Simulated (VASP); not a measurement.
# AgBiTeSe (P4/mmm) in VASP: single point with PBE

Aim: the single point of AgBiTeSe with PBE.

All numbers are computed with VASP 6.6.1; they aren't measurements. Logs are shortened: lines on timing, memory, paths and dates and some standing lists are left out, and cuts for length are marked.

### Step 1. The cell of the first run

The structure is tetragonal, space group P4/mmm (No. 123). Conventional cell: a = 4.202 Å, b = 4.202 Å, c = 6.292 Å, α = 90.00°, β = 90.00°, γ = 90.00°. Ag (site symmetry 4/mmm) has 4 Te at 2.97 Å and 2 Se at 3.15 Å within 3.9 Å. Bi (site symmetry 4/mmm) has 4 Se at 2.97 Å and 2 Te at 3.15 Å within 3.9 Å. Within 3.9 Å of Te (site symmetry 4/mmm) lie 4 Ag at 2.97 Å and 2 Bi at 3.15 Å. Se (site symmetry 4/mmm) has 4 Bi at 2.97 Å and 2 Ag at 3.15 Å within 3.9 Å.

### Step 2. Single point, PBE

The input, INCAR:

```
SYSTEM = AgBiTeSe
PREC = Accurate ; ENCUT = 500
EDIFF = 1E-6 ; ISMEAR = -1
SIGMA = 0.05 ; LREAL = .False.
LASPH = .True. ; NELM = 120
ALGO = Normal ; ISIF = 2
LWAVE = .False. ; LCHARG = .False.
GGA = PE ; NBANDS = 27
GGA_COMPAT = .False.
```

The input, KPOINTS:

```
Automatic mesh
0
Gamma
  4 4 3
  0 0 0
```

The input, POSCAR:

```
AgBiTeSe
1.0
    4.2021930000      0.0000000000      0.0000000000
    0.0000000000      4.2021930000      0.0000000000
    0.0000000000      0.0000000000      6.2922500000
Ag Bi Te Se
1 1 1 1
Direct
    0.0000000000      0.0000000000      0.0000000000
    0.5000000000      0.5000000000      0.5000000000
    0.5000000000      0.5000000000      0.0000000000
    0.0000000000      0.0000000000      0.5000000000
```

Potentials or basis: VASP PAW PBE potentials, release 64 (Ag, Bi_d, Te, Se).

Command:

```sh
> cat potpaw_PBE.64/Ag/POTCAR potpaw_PBE.64/Bi_d/POTCAR potpaw_PBE.64/Te/POTCAR potpaw_PBE.64/Se/POTCAR > POTCAR
> mpirun -np 1 vasp_std > vasp.out
```

OUTCAR:

```text
SYSTEM = AgBiTeSe
   PREC = Accurate
   ENCUT = 500
   EDIFF = 1E-6
   ISMEAR = -1
   LREAL = .False.
   LASPH = .True.
   NELM = 120
   ISIF = 2
   GGA = PE

 ion  position               nearest neighbor table
   1  0.000  0.000  0.000-   3 2.97   3 2.97   3 2.97   3 2.97   4 3.15   4 3.15
   2  0.500  0.500  0.500-   4 2.97   4 2.97   4 2.97   4 2.97   3 3.15   3 3.15
   3  0.500  0.500  0.000-   1 2.97   1 2.97   1 2.97   1 2.97   2 3.15   2 3.15
   4  0.000  0.000  0.500-   2 2.97   2 2.97   2 2.97   2 2.97   1 3.15   1 3.15

  LATTYP: Found a simple tetragonal cell.
 ALAT       =     4.2021930000
 C/A-ratio  =     1.4973729193

  Lattice vectors:

 A1 = (   4.2021930000,   0.0000000000,   0.0000000000)
 A2 = (   0.0000000000,   4.2021930000,   0.0000000000)
 A3 = (   0.0000000000,   0.0000000000,   6.2922500000)

Analysis of symmetry for initial positions (statically):
=====================================================================
 Subroutine PRICEL returns:
 Original cell was already a primitive cell.

 Routine SETGRP: Setting up the symmetry group for a
 simple tetragonal supercell.

 Subroutine GETGRP returns: Found 16 space group operations
 (whereof 16 operations were pure point group operations)
 out of a pool of 16 trial point group operations.

The static configuration has the point symmetry D_4h.

Analysis of symmetry for dynamics (positions and initial velocities):
=====================================================================
 Subroutine PRICEL returns:
 Original cell was already a primitive cell.

 Routine SETGRP: Setting up the symmetry group for a
 simple tetragonal supercell.

 Subroutine GETGRP returns: Found 16 space group operations
 (whereof 16 operations were pure point group operations)
 out of a pool of 16 trial point group operations.

The dynamic configuration has the point symmetry D_4h.

 Subroutine INISYM returns: Found 16 space group operations
 (whereof 16 operations are pure point group operations),
 and found     1 'primitive' translations

----------------------------------------------------------------------------------------

                                     Primitive cell

  volume of cell :     111.1112

  direct lattice vectors                    reciprocal lattice vectors
     4.202193000  0.000000000  0.000000000     0.237970983  0.000000000  0.000000000
     0.000000000  4.202193000  0.000000000     0.000000000  0.237970983  0.000000000
     0.000000000  0.000000000  6.292250000     0.000000000  0.000000000  0.158925663

  length of vectors
     4.202193000  4.202193000  6.292250000     0.237970983  0.237970983  0.158925663

  position of ions in fractional coordinates (direct lattice)
     0.000000000  0.000000000  0.000000000
     0.500000000  0.500000000  0.500000000
     0.500000000  0.500000000  0.000000000
     0.000000000  0.000000000  0.500000000

  ion indices of the primitive-cell ions
   primitive index   ion index
                 1           1
                 2           2
                 3           3
                 4           4

----------------------------------------------------------------------------------------

 KPOINTS: Automatic mesh

Automatic generation of k-mesh.
 Grid dimensions read from file:
 generate k-points for:    4    4    3

 Generating k-lattice:

  Cartesian coordinates                     Fractional coordinates (reciprocal lattice)
     0.059492746  0.000000000  0.000000000     0.250000000  0.000000000  0.000000000
     0.000000000  0.059492746  0.000000000     0.000000000  0.250000000  0.000000000
     0.000000000  0.000000000  0.052975221     0.000000000  0.000000000  0.333333333

  Length of vectors
     0.059492746  0.059492746  0.052975221

  Shift w.r.t. Gamma in fractional coordinates (k-lattice)
     0.000000000  0.000000000  0.000000000

 Subroutine IBZKPT returns following result:
 ===========================================

 Found     12 irreducible k-points:

 Following reciprocal coordinates:
            Coordinates               Weight
  0.000000  0.000000  0.000000      1.000000
  0.250000  0.000000  0.000000      4.000000
  0.500000  0.000000  0.000000      2.000000
  0.250000  0.250000  0.000000      4.000000
  0.500000  0.250000  0.000000      4.000000
  0.500000  0.500000  0.000000      1.000000
  0.000000  0.000000  0.333333      2.000000
  0.250000  0.000000  0.333333      8.000000
  0.500000  0.000000  0.333333      4.000000
  0.250000  0.250000  0.333333      8.000000
  0.500000  0.250000  0.333333      8.000000
  0.500000  0.500000  0.333333      2.000000
   k-points           NKPTS =     12   k-points in BZ     NKDIM =     12   number of bands    NBANDS=     27
   number of dos      NEDOS =    301   number of ions     NIONS =      4
   total plane-waves  NPLWV =  49152
   dimension x,y,z NGX =    32 NGY =   32 NGZ =   48
   dimension x,y,z NGXF=    64 NGYF=   64 NGZF=   96
   ions per type =               1   1   1   1
   NGX,Y,Z   is equivalent  to a cutoff of  12.66, 12.66, 12.68 a.u.
   NGXF,Y,Z  is equivalent  to a cutoff of  25.32, 25.32, 25.36 a.u.
 SYSTEM =  AgBiTeSe
   PREC   = accura    normal or accurate (medium, high low for compatibility)
   ISTART =      0    job   : 0-new  1-cont  2-samecut
   ICHARG =      2    charge: 1-file 2-atom 10-const
   ISPIN  =      1    spin polarized calculation?
   LNONCOLLINEAR =      F non collinear calculations
   LSORBIT =      F    spin-orbit coupling
   LASPH  =      T    aspherical Exc in radial PAW
   ENCUT  =  500.0 eV  36.75 Ry    6.06 a.u.   7.66  7.66 11.47*2*pi/ulx,y,z
   NELM   =    120;   NELMIN=  2; NELMDL= -5     # of ELM steps
   EDIFF  = 0.1E-05   stopping-criterion for ELM
   LREAL  =      F    real-space projection
   EDIFFG = 0.1E-04   stopping-criterion for IOM
   NSW    =      0    number of steps for IOM
   IBRION =     -1    ionic relax: 0-MD 1-quasi-New 2-CG
   NFREE  =      0    steps in history (QN), initial steepest desc. (CG)
   ISIF   =      2    stress and relaxation
   ISYM   =      2    0-nonsym 1-usesym 2-fastsym
   POTIM  = 0.5000    time-step for ionic-motion
   TEBEG  =    0.0;   TEEND  =   0.0 temperature during run
   PSTRESS=    0.0 pullay stress
   NELECT =      38.0000    total number of electrons
   NUPDOWN=      -1.0000    fix difference up-down
   EMIN   =  10.00;   EMAX   =-10.00  energy-range for DOS
   EFERMI =   0.00;   METHOD = LEGACY
   ISMEAR =    -1;   SIGMA  =   0.05  broadening in eV -4-tet -1-fermi 0-gaus
   EFERMI_NEDOS =   21; number of points for ismear=-14 and -15
   IALGO  =     38    algorithm
   IMIX   =      4    mixing-type and parameters
     AMIX     =   0.40;   BMIX     =  1.00
     AMIX_MAG =   1.60;   BMIX_MAG =  1.00
  volume/ion in A,a.u.               =      27.78       187.45
  Fermi-wavevector in a.u.,A,eV,Ry     =   1.144854  2.163460 17.833024  1.310690
  Thomas-Fermi vector in A             =   2.281544
   LORBIT       =      0    0 simple, 1 ext, 2 COOP (PROOUT), +10 PAW based schemes
   GGA     = PE    functional components
   LHFCALC =     F    Hartree Fock is set to
   AEXX    =    0.0000 exact exchange contribution
   IVDW    =     0    specifies the selected vdW correction
   LEPSILON=     F    determine dielectric tensor
   LRPA    =     F    only Hartree local field effects (RPA)
 non-spin polarized calculation
  energy-cutoff  :      500.00
  volume of cell :      111.11
 maximum number of plane-waves:      2844
 NGX is ok and might be reduce to    32
   NGX = 15   NGY = 15   NGZ = 23

 number of electron      38.0000007 magnetization

 Free energy of the ion-electron system (eV)
  ---------------------------------------------------
  ext. energy  EPLUGINS =         0.00000000
  ---------------------------------------------------
  free energy    TOTEN  =       -13.88294722 eV

  energy without entropy =      -13.86033177  energy(sigma->0) =      -13.87163949

 E-fermi :   5.6795     XC(G=0):  -9.7962

 val. band max:        5.6473192534   @ k =   0.2500   0.0000   0.0000
 cond. band min:       5.7296021993   @ k =   0.5000   0.0000   0.3333
 fundamental gap:      0.0822829459
 Fermi energy:         5.6795333627

 k-point     1 :       0.0000    0.0000    0.0000
  band No.  band energies     occupation
      1     -17.6072      2.00000
      2     -17.5932      2.00000
      3     -17.5811      2.00000
      4     -17.5747      2.00000
      5     -17.5747      2.00000
      6      -8.2831      2.00000
[... 19 lines left out ...]
     26      12.6149      0.00000
     27      12.8931      0.00000

 k-point     2 :       0.2500    0.0000    0.0000
  band No.  band energies     occupation
      1     -17.6034      2.00000
      2     -17.5868      2.00000
      3     -17.5840      2.00000
      4     -17.5775      2.00000
      5     -17.5744      2.00000
      6      -7.8768      2.00000
[... 19 lines left out ...]
     26      12.9599      0.00000
     27      13.0842      0.00000

 k-point     3 :       0.5000    0.0000    0.0000
  band No.  band energies     occupation
      1     -17.6011      2.00000
      2     -17.5925      2.00000
      3     -17.5803      2.00000
      4     -17.5742      2.00000
      5     -17.5732      2.00000
      6      -7.0673      2.00000
[... 19 lines left out ...]
     26      11.7079      0.00000
     27      13.6464      0.00000

 k-point     4 :       0.2500    0.2500    0.0000
  band No.  band energies     occupation
      1     -17.5978      2.00000
      2     -17.5941      2.00000
      3     -17.5774      2.00000
      4     -17.5773      2.00000
      5     -17.5771      2.00000
      6      -7.5086      2.00000
[... 19 lines left out ...]
     26      12.0657      0.00000
     27      12.5515      0.00000
[... 156 lines left out ...]
      4     -17.5774      2.00000
      5     -17.5772      2.00000
      6      -7.4421      2.00000
[... 19 lines left out ...]
     26      11.7279      0.00000
     27      12.8596      0.00000

 k-point    11 :       0.5000    0.2500    0.3333
  band No.  band energies     occupation
      1     -17.6022      2.00000
      2     -17.5935      2.00000
      3     -17.5800      2.00000
      4     -17.5769      2.00000
      5     -17.5682      2.00000
      6      -6.8425      2.00000
[... 19 lines left out ...]
     26      12.3293      0.00000
     27      13.0761      0.00000

 k-point    12 :       0.5000    0.5000    0.3333
  band No.  band energies     occupation
      1     -17.6118      2.00000
      2     -17.5886      2.00000
      3     -17.5796      2.00000
      4     -17.5796      2.00000
      5     -17.5610      2.00000
      6      -6.6075      2.00000
[... 19 lines left out ...]
     26      12.0223      0.00000
     27      14.0811      0.00000

------------------------ aborting loop because EDIFF is reached ----------------------------------------

  FORCE on cell =-STRESS in cart. coord.  units (eV):
  Direction    XX          YY          ZZ          XY          YZ          ZX
  --------------------------------------------------------------------------------------
  -------------------------------------------------------------------------------------
  Total        0.2447357      0.2447357     -0.7804804      0.0000000      0.0000000      0.0000000
  in kB        3.5289857      3.5289857    -11.2541997      0.0000000      0.0000000      0.0000000
  external PRESSURE =      -1.3987428 kB  Pullay stress =       0.0000000 kB

 VOLUME and BASIS-vectors are now :
 -----------------------------------------------------------------------------
  energy-cutoff  :      500.00
  volume of cell :      111.11
      direct lattice vectors                 reciprocal lattice vectors
     4.202193000  0.000000000  0.000000000     0.237970983  0.000000000  0.000000000
     0.000000000  4.202193000  0.000000000     0.000000000  0.237970983  0.000000000
     0.000000000  0.000000000  6.292250000     0.000000000  0.000000000  0.158925663

 POSITION                                       TOTAL-FORCE (eV/Angst)
 -----------------------------------------------------------------------------------
      0.00000      0.00000      0.00000         0.000000      0.000000      0.000000
      2.10110      2.10110      3.14613         0.000000      0.000000      0.000000
      2.10110      2.10110      0.00000         0.000000      0.000000      0.000000
      0.00000      0.00000      3.14613         0.000000      0.000000      0.000000
 -----------------------------------------------------------------------------------
    total drift:                                0.000000      0.000000     -0.000000

  FREE ENERGIE OF THE ION-ELECTRON SYSTEM (eV)
  ---------------------------------------------------
  free  energy   TOTEN  =       -13.8829472161 eV

  energy  without entropy=      -13.8603317732  energy(sigma->0) =      -13.87163949
```

Run time: 24 s. Hardware: 1 thread of Intel Xeon Platinum 8375C at 2.90GHz (Ice Lake), shared host; peak memory 0.23 GiB.

What came out:

```
Free energy            : -13.8829 eV
Pressure               : -0.1 GPa
Band gap on the k mesh : zero (bands 19 and 20 overlap by 0.11 eV)
```

Caveat: the k points lie up to 0.37 Å⁻¹ apart; spin-orbit coupling is left out, which moves the levels of the heavy elements.

The gap in the log of VASP goes by the Fermi energy; the results here count the filled bands.